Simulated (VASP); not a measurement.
Si2W:

```
CELL_PARAMETERS angstrom
-1.60690 1.60690 3.91495
1.60690 -1.60690 3.91495
1.60690 1.60690 -3.91495
ATOMIC_POSITIONS crystal
W 0.00000 0.00000 0.00000
Si 0.66530 0.66530 0.00000
Si 0.33470 0.33470 0.00000
```

Base run:

| Item | Value |
| --- | --- |
| Program | VASP 6.6.1 |
| Functional | PBEsol |
| Potentials or basis | VASP PAW PBE potentials, release 64 (W_sv, Si) |
| Cutoff | 520 eV |
| k mesh | 12 × 12 × 12 |
| Occupations | fermi-dirac, width 0.05 eV |
| Spin | no spin polarisation |

Its results: band gap on the k mesh zero (band 11 reaches 12.59 eV, above the bottom of band 12 at 11.29 eV); pressure -1.7 GPa; largest force 0.027 eV/Å.

**Question.** The run is repeated on the same cell with these changes: functional from PBEsol to r2SCAN. What comes out?

**Answer.** Band gap on the k mesh zero (band 11 reaches 12.66 eV, above the bottom of band 12 at 11.32 eV); pressure -0.9 GPa; largest force 0.012 eV/Å.

Caveats: the PAW data sets were made with another functional, which shifts forces and pressure a little; spin-orbit coupling is left out, which moves the levels of the heavy elements.
